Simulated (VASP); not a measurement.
# HC6 in VASP: further runs, part 2 of 2

VASP 6.6.1.

### Step 3. Single point, LDA

INCAR reads:

```
ALGO = Normal ; DIPOL = 0.5 0.5 0.318
EDIFF = 1E-6 ; ENCUT = 520
GGA = CA ; IDIPOL = 3
ISIF = 2 ; ISMEAR = 0
LASPH = True ; LCHARG = False
LDIPOL = True ; LREAL = False
LWAVE = False ; NBANDS = 38
NELM = 100 ; PREC = Accurate
SIGMA = 0.1
```

KPOINTS reads:

```
k-points
0
Gamma
  6 3 1
```

POSCAR reads:

```
HC6
1.0
    4.8889075235      0.0000000000      0.0000000000
   -1.2222268809      8.7842777898      0.0000000000
    0.0000000000      0.0000000000     22.7472999250
C H
12 2
Direct
    0.0193593843      0.0774375370      0.1758450459
    0.5193593842      0.0774375370      0.1758450459
    0.2741992303      0.0967969212      0.2059521363
    0.7741992303      0.0967969212      0.2059521363
    0.2838789224      0.1355156897      0.2661663168
    0.7838789224      0.1355156897      0.2661663168
    0.0386178296      0.1544718076      0.2954947895
    0.5386178296      0.1544718076      0.2954947895
    0.0488209147      0.1952857701      0.3583563417
    0.5488209147      0.1952857701      0.3583563417
    0.3031079910      0.2124325380      0.3845423393
    0.8031079910      0.2124325380      0.3845423393
    0.0488209147      0.1586408620      0.5428028806
    0.0488209147      0.2319306782      0.5428028806
```

Potentials or basis: VASP PAW LDA potentials, release 64 (C, H).

On the command line:

```console
$ cat potpaw_LDA.64/C/POTCAR potpaw_LDA.64/H/POTCAR > POTCAR
$ mpirun -np 1 vasp_std > vasp.out
```

OUTCAR:

```text
EDIFF = 1E-6
   ENCUT = 520
   GGA = CA
   ISIF = 2
   ISMEAR = 0
   LASPH = True
   LREAL = False
   NELM = 100
   PREC = Accurate

 ion  position               nearest neighbor table
   1  0.019  0.077  0.176-   3 1.41   4 1.41
   2  0.519  0.077  0.176-   3 1.41   4 1.41
   3  0.274  0.097  0.206-   5 1.41   1 1.41   2 1.41
   4  0.774  0.097  0.206-   6 1.41   2 1.41   1 1.41
   5  0.284  0.136  0.266-   8 1.40   7 1.40   3 1.41
   6  0.784  0.136  0.266-   7 1.40   8 1.40   4 1.41
   7  0.039  0.154  0.295-   6 1.40   5 1.40   9 1.47
   8  0.539  0.154  0.295-   5 1.40   6 1.40  10 1.47
   9  0.049  0.195  0.358-  12 1.37  11 1.37   7 1.47
  10  0.549  0.195  0.358-  11 1.37  12 1.37   8 1.47
  11  0.303  0.212  0.385-  10 1.37   9 1.37
  12  0.803  0.212  0.385-   9 1.37  10 1.37
  13  0.049  0.159  0.543-  14 0.65
  14  0.049  0.232  0.543-  13 0.65

  LATTYP: Found a simple monoclinic cell.
 ALAT       =     4.8889075235
 B/A-ratio  =     4.6528390680
 C/A-ratio  =     1.8140861245
 COS(beta)  =    -0.1378104361

  Lattice vectors:

 A1 = (   4.8889075235,   0.0000000000,   0.0000000000)
 A2 = (   0.0000000000,   0.0000000000, -22.7472999250)
 A3 = (  -1.2222268809,   8.7842777898,   0.0000000000)

Analysis of symmetry for initial positions (statically):
=====================================================================
 Subroutine PRICEL returns:
 Original cell was already a primitive cell.

 Routine SETGRP: Setting up the symmetry group for a
 simple monoclinic supercell.

 Subroutine GETGRP returns: Found  1 space group operations
 (whereof  1 operations were pure point group operations)
 out of a pool of  4 trial point group operations.

The static configuration has the point symmetry C_1 .

Analysis of symmetry for dynamics (positions and initial velocities):
=====================================================================
 Subroutine PRICEL returns:
 Original cell was already a primitive cell.

 Routine SETGRP: Setting up the symmetry group for a
 simple monoclinic supercell.

 Subroutine GETGRP returns: Found  1 space group operations
 (whereof  1 operations were pure point group operations)
 out of a pool of  4 trial point group operations.

The dynamic configuration has the point symmetry C_1 .

 Subroutine INISYM returns: Found  1 space group operations
 (whereof  1 operations are pure point group operations),
 and found     1 'primitive' translations

----------------------------------------------------------------------------------------

                                     Primitive cell

  volume of cell :     976.8947

  direct lattice vectors                    reciprocal lattice vectors
     4.888907524  0.000000000  0.000000000     0.204544675  0.028459938  0.000000000
    -1.222226881  8.784277790  0.000000000     0.000000000  0.113839751  0.000000000
     0.000000000  0.000000000 22.747299925     0.000000000  0.000000000  0.043961261

  length of vectors
     4.888907524  8.868899302 22.747299925     0.206515113  0.113839751  0.043961261

  position of ions in fractional coordinates (direct lattice)
     0.019359384  0.077437537  0.175845046
     0.519359384  0.077437537  0.175845046
[... 79 lines left out ...]
   ICHARG =      2    charge: 1-file 2-atom 10-const
   ISPIN  =      1    spin polarized calculation?
   LNONCOLLINEAR =      F non collinear calculations
   LSORBIT =      F    spin-orbit coupling
   LASPH  =      T    aspherical Exc in radial PAW
   ENCUT  =  520.0 eV  38.22 Ry    6.18 a.u.   9.09 16.49 42.29*2*pi/ulx,y,z
   NELM   =    100;   NELMIN=  2; NELMDL= -5     # of ELM steps
   EDIFF  = 0.1E-05   stopping-criterion for ELM
   LREAL  =      F    real-space projection
   EDIFFG = 0.1E-04   stopping-criterion for IOM
   NSW    =      0    number of steps for IOM
   IBRION =     -1    ionic relax: 0-MD 1-quasi-New 2-CG
   NFREE  =      0    steps in history (QN), initial steepest desc. (CG)
   ISIF   =      2    stress and relaxation
   ISYM   =      2    0-nonsym 1-usesym 2-fastsym
   POTIM  = 0.5000    time-step for ionic-motion
   TEBEG  =    0.0;   TEEND  =   0.0 temperature during run
   PSTRESS=    0.0 pullay stress
   NELECT =      50.0000    total number of electrons
   NUPDOWN=      -1.0000    fix difference up-down
   EMIN   =  10.00;   EMAX   =-10.00  energy-range for DOS
   EFERMI =   0.00;   METHOD = LEGACY
   ISMEAR =     0;   SIGMA  =   0.10  broadening in eV -4-tet -1-fermi 0-gaus
   EFERMI_NEDOS =   21; number of points for ismear=-14 and -15
   IALGO  =     38    algorithm
   IMIX   =      4    mixing-type and parameters
     AMIX     =   0.40;   BMIX     =  1.00
     AMIX_MAG =   1.60;   BMIX_MAG =  1.00
  volume/ion in A,a.u.               =      69.78       470.89
  Fermi-wavevector in a.u.,A,eV,Ry     =   0.607830  1.148632  5.026775  0.369458
  Thomas-Fermi vector in A             =   1.662436
   LORBIT       =      0    0 simple, 1 ext, 2 COOP (PROOUT), +10 PAW based schemes
   GGA     = CA    functional components
   LHFCALC =     F    Hartree Fock is set to
   AEXX    =    0.0000 exact exchange contribution
   IVDW    =     0    specifies the selected vdW correction
   LEPSILON=     F    determine dielectric tensor
   LRPA    =     F    only Hartree local field effects (RPA)
 non-spin polarized calculation
 Gauss-broadening in eV      SIGMA  =   0.10
  energy-cutoff  :      520.00
  volume of cell :      976.89
 maximum number of plane-waves:     26370
   NGX = 19   NGY = 33   NGZ = 85

 dipolmoment           0.000000      0.000000      0.053309 electrons x Angstroem

 number of electron      49.9999997 magnetization

 dipolmoment           0.000000      0.000000     -0.096076 electrons x Angstroem

 Free energy of the ion-electron system (eV)
  ---------------------------------------------------
  ext. energy  EPLUGINS =         0.00000000
  ---------------------------------------------------
  free energy    TOTEN  =      -113.48720357 eV

  energy without entropy =     -113.42775533  energy(sigma->0) =     -113.45747945

 E-fermi :  -4.9055     XC(G=0):  -2.0107

 val. band max:       -4.9617005935   @ k =   0.5000   0.3333   0.0000
 cond. band min:      -4.8637107767   @ k =   0.5000   0.0000   0.0000
 fundamental gap:      0.0979898168
 Fermi energy:        -4.9055073197

 k-point     1 :       0.0000    0.0000    0.0000
  band No.  band energies     occupation
      1     -23.6174      2.00000
      2     -21.8989      2.00000
      3     -19.4555      2.00000
      4     -19.3961      2.00000
      5     -19.3506      2.00000
      6     -17.7711      2.00000
[... 389 lines left out ...]
     36       1.5058      0.00000
     37       1.8466      0.00000
 [bands above 37 left out]

------------------------ aborting loop because EDIFF is reached ----------------------------------------

 vacuum level on the upper side and lower side of the slab       (xc-potential included)        -0.240         0.158

  FORCE on cell =-STRESS in cart. coord.  units (eV):
  Direction    XX          YY          ZZ          XY          YZ          ZX
  --------------------------------------------------------------------------------------
  -------------------------------------------------------------------------------------
  Total        0.5372992      3.6099943      2.2544637     -0.4939112      0.6394522     -0.0002061
  in kB        0.8812092      5.9206496      3.6974822     -0.8100498      1.0487474     -0.0003380
  external PRESSURE =       3.4997804 kB  Pullay stress =       0.0000000 kB

 VOLUME and BASIS-vectors are now :
 -----------------------------------------------------------------------------
  energy-cutoff  :      520.00
  volume of cell :      976.89
      direct lattice vectors                 reciprocal lattice vectors
     4.888907524  0.000000000  0.000000000     0.204544675  0.028459938  0.000000000
    -1.222226881  8.784277790  0.000000000     0.000000000  0.113839751  0.000000000
     0.000000000  0.000000000 22.747299925     0.000000000  0.000000000  0.043961261

 POSITION                                       TOTAL-FORCE (eV/Angst)
 -----------------------------------------------------------------------------------
      0.00000      0.68023      4.00000        -0.000214      0.414459      1.693498
      2.44445      0.68023      4.00000        -0.000107      0.414229      1.692284
      1.22223      0.85029      4.68486         0.000768     -0.817240     -3.294315
      3.66668      0.85029      4.68486        -0.000418     -0.817258     -3.294252
      1.22223      1.19041      6.05457         0.002498      0.378991      1.505493
      3.66668      1.19041      6.05457        -0.002844      0.378984      1.505590
     -0.00000      1.35692      6.72171         0.000182      0.004716      0.019960
      2.44445      1.35692      6.72171         0.000006      0.003425      0.015473
     -0.00000      1.71544      8.15164         0.000097      0.005787      0.019472
      2.44445      1.71544      8.15164         0.000088     -0.001508     -0.012092
      1.22223      1.86607      8.74730         0.009778      0.017234      0.090063
      3.66668      1.86607      8.74730        -0.009714      0.018255      0.091121
      0.04479      1.39355     12.34730         0.767729     -5.501451     -0.010713
     -0.04479      2.03734     12.34730        -0.767849      5.501377     -0.021582
 -----------------------------------------------------------------------------------
    total drift:                                0.000548      0.000119     -0.000144

  FREE ENERGIE OF THE ION-ELECTRON SYSTEM (eV)
  ---------------------------------------------------
  free  energy   TOTEN  =      -113.4872035749 eV

  energy  without entropy=     -113.4277553265  energy(sigma->0) =     -113.45747945

 vacuum level on the upper side and lower side of the slab         1.063         1.469
```

Run time: 17 min. Hardware: 1 thread of AMD EPYC 9755, shared host; peak memory 0.77 GiB.

Results:

| Item | Value |
| --- | --- |
| Free energy | -113.4872 eV |
| Largest force | 5.555 eV/Å |
| Band gap on the k mesh | 0.10 eV |

Forces in eV/Å, atoms in the order of the input:
```
C    0.000  0.414  1.693
C    0.000  0.414  1.692
C    0.001 -0.817 -3.294
C    0.000 -0.817 -3.294
C    0.002  0.379  1.505
C   -0.003  0.379  1.506
C    0.000  0.005  0.020
C    0.000  0.003  0.015
C    0.000  0.006  0.019
C    0.000 -0.002 -0.012
C    0.010  0.017  0.090
C   -0.010  0.018  0.091
H    0.768 -5.501 -0.011
H   -0.768  5.501 -0.022
```

### Step 4. Single point, LDA

INCAR reads:

```
SYSTEM = HC6
  PREC = Accurate
  ENCUT = 520
  EDIFF = 1E-7
  ISMEAR = 0
  SIGMA = 0.1
  LREAL = .False.
  LASPH = .True.
  NELM = 80
  ALGO = Normal
  ISIF = 2
  LWAVE = .False.
  LCHARG = .True.
  LDIPOL = .True.
  IDIPOL = 3
  DIPOL = 0.5 0.5 0.307
  GGA = CA
  LELF = .True.
  LVHAR = .True.
  LVACPOTAV = .True.
  NBANDS = 38
```

KPOINTS reads:

```
Automatic mesh
0
Gamma
  6 3 1
  0 0 0
```

Changes to POSCAR since step 3:

```diff
@@ -20,3 +20,3 @@
     0.8031079910      0.2124325380      0.3845423393
-    0.0488209147      0.1586408620      0.5428028806
-    0.0488209147      0.2319306782      0.5428028806
+    0.0488209147      0.1434755077      0.4605953216
+    0.0488209147      0.2470960325      0.4605953216
```

Potentials or basis: VASP PAW LDA potentials, release 64 (C, H).

On the command line:

```console
$ cat potpaw_LDA.64/C/POTCAR potpaw_LDA.64/H/POTCAR > POTCAR
$ mpirun -np 1 vasp_std > vasp.out
```

OUTCAR:

```text
SYSTEM = HC6
   PREC = Accurate
   ENCUT = 520
   EDIFF = 1E-7
   ISMEAR = 0
   LREAL = .False.
   LASPH = .True.
   NELM = 80
   ISIF = 2
   GGA = CA

 ion  position               nearest neighbor table
   1  0.019  0.077  0.176-   3 1.41   4 1.41
   2  0.519  0.077  0.176-   3 1.41   4 1.41
   3  0.274  0.097  0.206-   5 1.41   1 1.41   2 1.41
   4  0.774  0.097  0.206-   6 1.41   2 1.41   1 1.41
   5  0.284  0.136  0.266-   8 1.40   7 1.40   3 1.41
   6  0.784  0.136  0.266-   7 1.40   8 1.40   4 1.41
   7  0.039  0.154  0.295-   6 1.40   5 1.40   9 1.47
[... 629 lines left out ...]
      direct lattice vectors                 reciprocal lattice vectors
     4.888907524  0.000000000  0.000000000     0.204544675  0.028459938  0.000000000
    -1.222226881  8.784277790  0.000000000     0.000000000  0.113839751  0.000000000
     0.000000000  0.000000000 22.747299925     0.000000000  0.000000000  0.043961261

 POSITION                                       TOTAL-FORCE (eV/Angst)
 -----------------------------------------------------------------------------------
      0.00000      0.68023      4.00000        -0.004021      0.361324      1.626620
      2.44445      0.68023      4.00000         0.004108      0.450908      1.535197
      1.22223      0.85029      4.68486         0.059107     -0.790314     -3.044074
      3.66668      0.85029      4.68486        -0.059478     -0.793612     -3.044525
      1.22223      1.19041      6.05457         0.156903      0.292827      1.233401
      3.66668      1.19041      6.05457        -0.156286      0.302238      1.241532
     -0.00000      1.35692      6.72171         0.004677      0.366922      0.520015
      2.44445      1.35692      6.72171        -0.003211      0.085796      0.156240
     -0.00000      1.71544      8.15164        -0.004400      0.062023     -0.175600
      2.44445      1.71544      8.15164         0.007824     -0.175460     -0.787652
      1.22223      1.86607      8.74730         0.144299     -0.291573      0.569618
      3.66668      1.86607      8.74730        -0.121596     -0.124837      0.635316
      0.06332      1.26033     10.47730        -0.084306      2.468134     -0.138541
     -0.06333      2.17056     10.47730         0.056379     -2.214375     -0.327544
 -----------------------------------------------------------------------------------
    total drift:                                0.000555      0.000314     -0.000282

  FREE ENERGIE OF THE ION-ELECTRON SYSTEM (eV)
  ---------------------------------------------------
  free  energy   TOTEN  =      -113.9294918864 eV

  energy  without entropy=     -113.8585175066  energy(sigma->0) =     -113.89400470

 vacuum level on the upper side and lower side of the slab         0.500         1.963
```

OSZICAR:

```text
N       E                     dE             d eps       ncg     rms          rms(c)
DAV:   1     0.425811688379E+03    0.42581E+03   -0.16216E+04   856   0.902E+02
DAV:   2    -0.207488738083E+02   -0.44656E+03   -0.41633E+03  1176   0.203E+02
DAV:   3    -0.118578533331E+03   -0.97830E+02   -0.96702E+02   960   0.105E+02
DAV:   4    -0.122783955913E+03   -0.42054E+01   -0.41744E+01   908   0.293E+01
[... 24 lines left out ...]
DAV:  29    -0.113929489261E+03   -0.28928E-05   -0.14633E-07   722   0.992E-04    0.592E-04
DAV:  30    -0.113929491093E+03   -0.18320E-05   -0.13861E-07   728   0.920E-04    0.773E-04
DAV:  31    -0.113929491593E+03   -0.49982E-06   -0.34453E-08   662   0.540E-04    0.337E-04
DAV:  32    -0.113929491812E+03   -0.21897E-06   -0.87046E-09   594   0.299E-04    0.234E-04
DAV:  33    -0.113929491886E+03   -0.74769E-07   -0.92130E-10   692   0.199E-04
   1 F= -.11392949E+03 E0= -.11389400E+03  d E =-.709744E-01
```

Run time: 24 min. Hardware: 1 thread of AMD EPYC 9755, shared host; peak memory 0.76 GiB.

Results:

| Item | Value |
| --- | --- |
| Free energy | -113.9295 eV |
| Largest force | 3.147 eV/Å |
| Band gap on the k mesh | 0.05 eV |

Forces in eV/Å, atoms in the order of the input:
```
C   -0.004  0.361  1.627
C    0.004  0.451  1.535
C    0.059 -0.790 -3.044
C   -0.059 -0.794 -3.045
C    0.157  0.293  1.233
C   -0.156  0.302  1.242
C    0.005  0.367  0.520
C   -0.003  0.086  0.156
C   -0.004  0.062 -0.176
C    0.008 -0.175 -0.788
C    0.144 -0.292  0.570
C   -0.122 -0.125  0.635
H   -0.084  2.468 -0.139
H    0.056 -2.214 -0.328
```

### Step 5. The runs side by side

| cell | gap on the mesh (eV) | largest force (eV/Å) |
| --- | --- | --- |
| as given, atomic positions A | 0.04 | 3.32 |
| as given, atomic positions B | 0.10 | 5.55 |
| as given, atomic positions C | 0.05 | 3.15 |

Alike in all rows: task single point; level LDA; potentials or basis VASP PAW LDA potentials, release 64 (C, H); no spin polarisation; k mesh 6 × 3 × 1; cutoff (eV) 520; smearing gaussian 0.1 eV.

Total energies depend on the potentials used, so only differences within one code and one set of settings carry meaning.
